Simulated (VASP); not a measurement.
# LuBr (P6_3mc) in VASP: a series of runs

The runs below take LuBr through single point, with r2SCAN.

Program: VASP 6.6.1. These are calculated values, not measurements. Logs are shortened: lines on timing, memory, paths and dates and some standing lists are left out, and cuts for length are marked.

## (1) The cell of the first run

The structure is hexagonal, space group P6_3mc (No. 186). The conventional cell has a = 3.538 Å, b = 3.538 Å, c = 9.713 Å, α = 90.00°, β = 90.00°, γ = 120.00°. Within 3.7 Å of Lu (site symmetry 3m) lie 4 Br at 2.79 to 2.91 Å and 6 Lu at 3.54 Å. Br (site symmetry 3m) has 4 Lu at 2.79 to 2.91 Å and 6 Br at 3.54 Å within 3.7 Å.

## (2) Single point, r2SCAN

POSCAR reads:

```
LuBr
1.0
    3.5377121417      0.0000000000      0.0000000000
   -1.7688560709      3.0637485860      0.0000000000
    0.0000000000      0.0000000000      9.7131524210
Lu Br
2 2
Direct
    0.6666666667      0.3333333333      0.8309667080
    0.3333333333      0.6666666667      0.3309667080
    0.6666666667      0.3333333333      0.5440342920
    0.3333333333      0.6666666667      0.0440342920
```

INCAR.step1 reads:

```
SYSTEM = LuBr
PREC = Accurate
ENCUT = 520
ISMEAR = -1
SIGMA = 0.05
LREAL = .False.
LASPH = .True.
NELM = 100
NBANDS = 40
GGA = PE
ALGO = Normal
EDIFF = 1E-4
LWAVE = .True.
LCHARG = .False.
```

INCAR.step2 reads:

```
SYSTEM = LuBr
PREC = Accurate
ENCUT = 520
EDIFF = 1E-6
ISMEAR = -1
SIGMA = 0.05
LREAL = .False.
LASPH = .True.
NELM = 100
ALGO = Normal
ISIF = 2
LWAVE = .False.
LCHARG = .False.
METAGGA = R2SCAN
LMIXTAU = .True.
NBANDS = 40
ISTART = 1
```

KPOINTS reads:

```
regular mesh
0
Gamma
  9 9 3
  0 0 0
```

Potentials or basis: VASP PAW PBE potentials, release 64 (Lu, Br).

The run is started by

```sh
$ cat potpaw_PBE.64/Lu/POTCAR potpaw_PBE.64/Br/POTCAR > POTCAR
$ cp INCAR.step1 INCAR
$ mpirun -np 1 vasp_std > vasp.out
$ cp INCAR.step2 INCAR
$ mpirun -np 1 vasp_std > vasp.out
```

OUTCAR:

```text
SYSTEM = LuBr
   PREC = Accurate
   ENCUT = 520
   EDIFF = 1E-6
   ISMEAR = -1
   LREAL = .False.
   LASPH = .True.
   NELM = 100
   ISIF = 2
   METAGGA = R2SCAN
   ISTART = 1

 ion  position               nearest neighbor table
   1  0.667  0.333  0.831-   3 2.79   4 2.91   4 2.91   4 2.91
   2  0.333  0.667  0.331-   4 2.79   3 2.91   3 2.91   3 2.91
   3  0.667  0.333  0.544-   1 2.79   2 2.91   2 2.91   2 2.91
   4  0.333  0.667  0.044-   2 2.79   1 2.91   1 2.91   1 2.91

  LATTYP: Found a hexagonal cell.
 ALAT       =     3.5377121417
 C/A-ratio  =     2.7456028167

  Lattice vectors:

 A1 = (   3.5377121417,   0.0000000000,   0.0000000000)
 A2 = (  -1.7688560709,   3.0637485860,   0.0000000000)
 A3 = (   0.0000000000,   0.0000000000,   9.7131524210)

Analysis of symmetry for initial positions (statically):
=====================================================================
 Subroutine PRICEL returns:
 Original cell was already a primitive cell.

 Routine SETGRP: Setting up the symmetry group for a
 hexagonal supercell.

 Subroutine GETGRP returns: Found 12 space group operations
 (whereof  6 operations were pure point group operations)
 out of a pool of 24 trial point group operations.

The static configuration has the point symmetry C_3v.
 The point group associated with its full space group is C_6v.

Analysis of symmetry for dynamics (positions and initial velocities):
=====================================================================
 Subroutine PRICEL returns:
 Original cell was already a primitive cell.

 Routine SETGRP: Setting up the symmetry group for a
 hexagonal supercell.

 Subroutine GETGRP returns: Found 12 space group operations
 (whereof  6 operations were pure point group operations)
 out of a pool of 24 trial point group operations.

The dynamic configuration has the point symmetry C_3v.
 The point group associated with its full space group is C_6v.

 Subroutine INISYM returns: Found 12 space group operations
 (whereof  6 operations are pure point group operations),
 and found     1 'primitive' translations

----------------------------------------------------------------------------------------

                                     Primitive cell

  volume of cell :     105.2776

  direct lattice vectors                    reciprocal lattice vectors
     3.537712142  0.000000000  0.000000000     0.282668561  0.163198770  0.000000000
    -1.768856071  3.063748586  0.000000000     0.000000000  0.326397539  0.000000000
     0.000000000  0.000000000  9.713152421     0.000000000  0.000000000  0.102953187

  length of vectors
     3.537712142  3.537712142  9.713152421     0.326397539  0.326397539  0.102953187

  position of ions in fractional coordinates (direct lattice)
     0.666666667  0.333333333  0.830966708
     0.333333333  0.666666667  0.330966708
     0.666666667  0.333333333  0.544034292
     0.333333333  0.666666667  0.044034292

  ion indices of the primitive-cell ions
   primitive index   ion index
                 1           1
                 2           2
                 3           3
                 4           4

----------------------------------------------------------------------------------------

 KPOINTS: regular mesh

Automatic generation of k-mesh.
 Grid dimensions read from file:
 generate k-points for:    9    9    3

 Generating k-lattice:

  Cartesian coordinates                     Fractional coordinates (reciprocal lattice)
     0.031407618  0.018133197  0.000000000     0.111111111  0.000000000  0.000000000
     0.000000000  0.036266393  0.000000000     0.000000000  0.111111111  0.000000000
     0.000000000  0.000000000  0.034317729     0.000000000  0.000000000  0.333333333

  Length of vectors
     0.036266393  0.036266393  0.034317729

  Shift w.r.t. Gamma in fractional coordinates (k-lattice)
     0.000000000  0.000000000  0.000000000

 Subroutine IBZKPT returns following result:
 ===========================================

 Found     24 irreducible k-points:

 Following reciprocal coordinates:
            Coordinates               Weight
  0.000000  0.000000  0.000000      1.000000
  0.111111  0.000000  0.000000      6.000000
  0.222222  0.000000  0.000000      6.000000
  0.333333  0.000000  0.000000      6.000000
  0.444444  0.000000  0.000000      6.000000
  0.111111  0.111111  0.000000      6.000000
[... 16 lines left out ...]
  0.333333  0.222222  0.333333     24.000000
  0.333333  0.333333  0.333333      4.000000
   k-points           NKPTS =     24   k-points in BZ     NKDIM =     24   number of bands    NBANDS=     40
   number of dos      NEDOS =    301   number of ions     NIONS =      4
   total plane-waves  NPLWV =  56448
   dimension x,y,z NGX =    28 NGY =   28 NGZ =   72
   dimension x,y,z NGXF=    56 NGYF=   56 NGZF=  144
   ions per type =               2   2
   NGX,Y,Z   is equivalent  to a cutoff of  13.16, 13.16, 12.32 a.u.
   NGXF,Y,Z  is equivalent  to a cutoff of  26.32, 26.32, 24.65 a.u.
 SYSTEM =  LuBr
   PREC   = accura    normal or accurate (medium, high low for compatibility)
   ISTART =      1    job   : 0-new  1-cont  2-samecut
   ICHARG =      0    charge: 1-file 2-atom 10-const
   ISPIN  =      1    spin polarized calculation?
   LNONCOLLINEAR =      F non collinear calculations
   LSORBIT =      F    spin-orbit coupling
   LASPH  =      T    aspherical Exc in radial PAW
   ENCUT  =  520.0 eV  38.22 Ry    6.18 a.u.   6.58  6.58 18.06*2*pi/ulx,y,z
   NELM   =    100;   NELMIN=  2; NELMDL=  0     # of ELM steps
   EDIFF  = 0.1E-05   stopping-criterion for ELM
   LREAL  =      F    real-space projection
   EDIFFG = 0.1E-04   stopping-criterion for IOM
   NSW    =      0    number of steps for IOM
   IBRION =     -1    ionic relax: 0-MD 1-quasi-New 2-CG
   NFREE  =      0    steps in history (QN), initial steepest desc. (CG)
   ISIF   =      2    stress and relaxation
   ISYM   =      2    0-nonsym 1-usesym 2-fastsym
   POTIM  = 0.5000    time-step for ionic-motion
   TEBEG  =    0.0;   TEEND  =   0.0 temperature during run
   PSTRESS=    0.0 pullay stress
   NELECT =      64.0000    total number of electrons
   NUPDOWN=      -1.0000    fix difference up-down
   EMIN   =  10.00;   EMAX   =-10.00  energy-range for DOS
   EFERMI =   0.00;   METHOD = LEGACY
   ISMEAR =    -1;   SIGMA  =   0.05  broadening in eV -4-tet -1-fermi 0-gaus
   EFERMI_NEDOS =   21; number of points for ismear=-14 and -15
   IALGO  =     38    algorithm
   IMIX   =      4    mixing-type and parameters
     AMIX     =   0.40;   BMIX     =  1.00
     AMIX_MAG =   1.60;   BMIX_MAG =  1.00
  volume/ion in A,a.u.               =      26.32       177.61
  Fermi-wavevector in a.u.,A,eV,Ry     =   1.386829  2.620727 26.168009  1.923294
  Thomas-Fermi vector in A             =   2.511108
   LORBIT       =      0    0 simple, 1 ext, 2 COOP (PROOUT), +10 PAW based schemes
   METAGGA = R2SCAN    functional components
   LHFCALC =     F    Hartree Fock is set to
   AEXX    =    0.0000 exact exchange contribution
   IVDW    =     0    specifies the selected vdW correction
   LEPSILON=     F    determine dielectric tensor
   LRPA    =     F    only Hartree local field effects (RPA)
 non-spin polarized calculation
  energy-cutoff  :      520.00
  volume of cell :      105.28
 maximum number of plane-waves:      2892
 NGX is ok and might be reduce to    28
   NGX = 13   NGY = 13   NGZ = 37

 number of electron      63.9999985 magnetization

 Free energy of the ion-electron system (eV)
  ---------------------------------------------------
  ext. energy  EPLUGINS =         0.00000000
  ---------------------------------------------------
  free energy    TOTEN  =      -106.82874996 eV

  energy without entropy =     -106.81954732  energy(sigma->0) =     -106.82414864

 E-fermi :   4.2412     XC(G=0): -10.7816

 val. band max:        4.0685555053   @ k =   0.3333   0.3333   0.3333
 cond. band min:       4.2529543180   @ k =   0.3333   0.3333   0.3333
 fundamental gap:      0.1843988126
 Fermi energy:         4.2412352606

 k-point     1 :       0.0000    0.0000    0.0000
  band No.  band energies     occupation
      1     -54.7290      2.00000
      2     -54.7290      2.00000
      3     -24.9514      2.00000
      4     -24.9210      2.00000
      5     -24.5242      2.00000
      6     -24.5242      2.00000
[... 32 lines left out ...]
     39       7.5318      0.00000
     40       7.5318      0.00000

 k-point     2 :       0.1111    0.0000    0.0000
  band No.  band energies     occupation
      1     -54.7272      2.00000
      2     -54.7272      2.00000
      3     -24.9439      2.00000
      4     -24.9153      2.00000
      5     -24.5624      2.00000
      6     -24.5620      2.00000
[... 32 lines left out ...]
     39       7.4827      0.00000
     40       8.0962      0.00000

 k-point     3 :       0.2222    0.0000    0.0000
  band No.  band energies     occupation
      1     -54.7227      2.00000
      2     -54.7226      2.00000
      3     -24.9249      2.00000
      4     -24.9010      2.00000
      5     -24.6580      2.00000
      6     -24.6576      2.00000
[... 32 lines left out ...]
     39       7.3895      0.00000
     40       8.1655      0.00000

 k-point     4 :       0.3333    0.0000    0.0000
  band No.  band energies     occupation
      1     -54.7175      2.00000
      2     -54.7175      2.00000
      3     -24.9026      2.00000
      4     -24.8852      2.00000
      5     -24.7644      2.00000
      6     -24.7636      2.00000
[... 32 lines left out ...]
     39       8.2803      0.00000
     40       8.5048      0.00000
[... 772 lines left out ...]
     39       8.2278      0.00000
     40       8.9367      0.00000

 k-point    23 :       0.3333    0.2222    0.3333
  band No.  band energies     occupation
      1     -54.7126      2.00000
      2     -54.7126      2.00000
      3     -24.8774      2.00000
      4     -24.8740      2.00000
      5     -24.7933      2.00000
      6     -24.7929      2.00000
[... 32 lines left out ...]
     39       8.5286      0.00000
     40       8.9973      0.00000

 k-point    24 :       0.3333    0.3333    0.3333
  band No.  band energies     occupation
      1     -54.7117      2.00000
      2     -54.7117      2.00000
      3     -24.8722      2.00000
      4     -24.8722      2.00000
      5     -24.7519      2.00000
      6     -24.7519      2.00000
[... 32 lines left out ...]
     39       8.6416      0.00000
     40       8.6416      0.00000

------------------------ aborting loop because EDIFF is reached ----------------------------------------

  FORCE on cell =-STRESS in cart. coord.  units (eV):
  Direction    XX          YY          ZZ          XY          YZ          ZX
  --------------------------------------------------------------------------------------
  -------------------------------------------------------------------------------------
  Total        1.4154305      1.4154305      1.4904518     -0.0000000      0.0000000      0.0000000
  in kB       21.5408731     21.5408731     22.6825923     -0.0000000      0.0000000      0.0000000
  external PRESSURE =      21.9214462 kB  Pullay stress =       0.0000000 kB

 VOLUME and BASIS-vectors are now :
 -----------------------------------------------------------------------------
  energy-cutoff  :      520.00
  volume of cell :      105.28
      direct lattice vectors                 reciprocal lattice vectors
     3.537712142  0.000000000  0.000000000     0.282668561  0.163198770  0.000000000
    -1.768856071  3.063748586  0.000000000     0.000000000  0.326397539  0.000000000
     0.000000000  0.000000000  9.713152421     0.000000000  0.000000000  0.102953187

 POSITION                                       TOTAL-FORCE (eV/Angst)
 -----------------------------------------------------------------------------------
      1.76886      1.02125      8.07131         0.000000      0.000000     -0.013504
     -0.00000      2.04250      3.21473        -0.000000     -0.000000     -0.013504
      1.76886      1.02125      5.28429        -0.000000     -0.000000      0.013504
     -0.00000      2.04250      0.42771         0.000000      0.000000      0.013504
 -----------------------------------------------------------------------------------
    total drift:                                0.000000      0.000000     -0.025278

  FREE ENERGIE OF THE ION-ELECTRON SYSTEM (eV)
  ---------------------------------------------------
  free  energy   TOTEN  =      -106.8287499604 eV

  energy  without entropy=     -106.8195473173  energy(sigma->0) =     -106.82414864
```

It took 7.9 min on 1 thread of Intel Xeon Platinum 8259CL at 2.50GHz (Skylake/Cascade Lake), shared host; peak memory 0.3 GiB.

What came out:

- Free energy: -106.8287 eV
- Pressure: 2.2 GPa
- Largest force: 0.014 eV/Å
- Band gap on the k mesh: zero (band 32 reaches 4.48 eV, above the bottom of band 33 at 4.29 eV)

Forces in eV/Å, atoms in the order of the input:
```
Lu   0.000  0.000 -0.014
Lu   0.000  0.000 -0.014
Br   0.000  0.000  0.014
Br   0.000  0.000  0.014
```

Levels at points of the mesh, in eV from the Fermi level:
| k point | band 28 | band 29 | band 30 | band 31 | band 32 | band 33 | band 34 | band 35 | band 36 | band 37 |
| --- | --- | --- | --- | --- | --- | --- | --- | --- | --- | --- |
| (0.00, 0.00, 0.00) | -4.04 | -3.85 | -3.85 | -3.55 | -2.03 | 1.85 | 1.85 | 2.00 | 2.00 | 2.84 |

Caveat: the PAW data sets were made with another functional, which shifts forces and pressure a little; spin-orbit coupling is left out, which moves the levels of the heavy elements.

[end of part 1 of 2]
